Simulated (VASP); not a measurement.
A run of VASP 6.6.1 is set up as follows.

INCAR

```
SYSTEM = In
ALGO = Normal
DIPOL = 0.5 0.5 0.493
EDIFF = 1E-6
ENCUT = 520
GGA = PS
IDIPOL = 3
ISIF = 2
ISMEAR = -1
IVDW = 12
LASPH = .TRUE.
LCHARG = .FALSE.
LDIPOL = .TRUE.
LREAL = .FALSE.
LWAVE = .FALSE.
NBANDS = 54
NELM = 80
PREC = Accurate
SIGMA = 0.05
```

The input KPOINTS:

```
k-points
0
G
  8 6 1
  0 0 0
```

POSCAR

```
In
1.0
    3.2523000000      0.0000000000      0.0000000000
    0.0000000000      4.9479000000      0.0000000000
    0.0000000000      0.0000000000     24.7569000000
In
7
Direct
    0.5000000000      0.5000000000      0.3029458454
    0.0000000000      0.0000000000      0.3686305636
    0.5000000000      0.5000000000      0.4343152818
    0.0000000000      0.0000000000      0.4937641883
    0.5000000000      0.5000000000      0.5543025869
    0.0000000000      0.0000000000      0.6184049551
    0.5000000000      0.5000000000      0.6775269605
```

Potentials or basis: VASP PAW PBE potentials, release 64 (In_d).

The run is started by

```sh
$ cat potpaw_PBE.64/In_d/POTCAR > POTCAR
$ mpirun -np 1 vasp_std > vasp.out
```

Predict the band gap on the k mesh.

zero (an odd number of electrons rules out a gap without spin polarisation).

Estimate the largest force.

0.265 eV/Å.

What does it give for the dispersion energy per atom?

-0.274 eV.

Forces in eV/Å, atoms in the order of the input:
```
In   0.000  0.000  0.265
In   0.000  0.000 -0.011
In   0.000  0.000 -0.256
In   0.000  0.000 -0.001
In   0.000  0.000  0.002
In   0.000  0.000 -0.001
In   0.000  0.000  0.002
```

Caveat: three body term missing; the PAW data sets were made with another functional, which shifts forces and pressure a little; spin-orbit coupling is left out, which moves the levels of the heavy elements.
